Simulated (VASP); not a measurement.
Wanted: the native input for a VASP 6.6.1 run.

* Task: single point
* Functional: PBE
* Dispersion: D3(BJ)
* Potentials or basis: VASP PAW PBE potentials, release 64 (Si, O)
* Cutoff: 520 eV
* k mesh: 2 × 2 × 2
* Occupations: gaussian, width 0.02 eV
* Spin: collinear spin, ferromagnetic start
* Starting moments: [0.0, 0.0, 0.0, 0.0, 0.0, 0.0, 0.0, 0.0, 0.0, 0.0, 0.0, 0.0, 0.0, 0.0, 0.0, 0.0, 1.0] μB
* Dipole correction: no
* Further INCAR settings: LREAL = Auto; ALGO = Normal; EDIFF = 1e-06; NBANDS = 53

The structure of Si16O (a cell with a defect) lies in POSCAR:

```
Si16O
1.0
    0.0000000000      5.4300000000      5.4300000000
    5.4300000000      0.0000000000      5.4300000000
    5.4300000000      5.4300000000      0.0000000000
Si O
16 1
Direct
   -0.0004597039      0.0024644790      0.0005867928
    0.1241010041      0.1241588810      0.1292122555
   -0.0548035073      0.0405177088      0.5042362145
    0.1087719276      0.1278014372      0.6264427694
    0.0499612183      0.4956171610     -0.0271189211
    0.1405917766      0.6283162176      0.1231655793
   -0.0020084079      0.5012887472      0.4991275928
    0.0777703090      0.6693836863      0.6164899343
    0.5000185248     -0.0042997257      0.0009263255
    0.6250610727      0.1240109090      0.1224673589
    0.4843396404      0.0012784434      0.4966462558
    0.5737205390      0.1525780401      0.6294931028
    0.5161327432      0.4981315177     -0.0032038281
    0.6785912040      0.6206146690      0.0849124201
    0.5470661880      0.5087275349      0.4559873734
    0.6286637307      0.6253295655      0.6232590535
    0.3124473207      0.6910439682      0.4360543805
```

These files were run (other wordings do the same):

INCAR

```
SYSTEM = Si16O
  ALGO = Normal
  EDIFF = 1E-6
  ENCUT = 520
  GGA = PE
  ISIF = 2
  ISMEAR = 0
  ISPIN = 2
  IVDW = 12
  LASPH = .TRUE.
  LCHARG = .FALSE.
  LORBIT = 11
  LREAL = Auto
  LWAVE = .FALSE.
  MAGMOM = 0 0 0 0 0 0 0 0 0 0 0 0 0 0 0 0 1
  NBANDS = 53
  NELM = 150
  PREC = Accurate
  SIGMA = 0.02
```

KPOINTS

```
k-points
0
G
  2 2 2
  0 0 0
```

Potentials or basis: VASP PAW PBE potentials, release 64 (Si, O).

The run is started by

```bash
$ cat potpaw_PBE.64/Si/POTCAR potpaw_PBE.64/O/POTCAR > POTCAR
$ mpirun -np 1 vasp_std > vasp.out
```

It gave:

```
Pressure                                              : 1.7 GPa
Largest force                                         : 0.060 eV/Å
Band gap on the k mesh                                : 0.49 eV
Net moment                                            : 0.00 μB per cell
Valence electrons inside the program's atomic spheres : Si 1.70, 1.68, 1.71, 1.69, 1.72 (each value once); O 5.17
Dispersion energy per atom                            : -0.307 eV
```

Caveat: the k points lie up to 0.50 Å⁻¹ apart.

Wall time 8.4 min on 1 thread of Intel(R) Xeon(R) Platinum 8375C CPU @ 2.90GHz (Ice Lake) (shared host), peak memory 0.71 GiB.
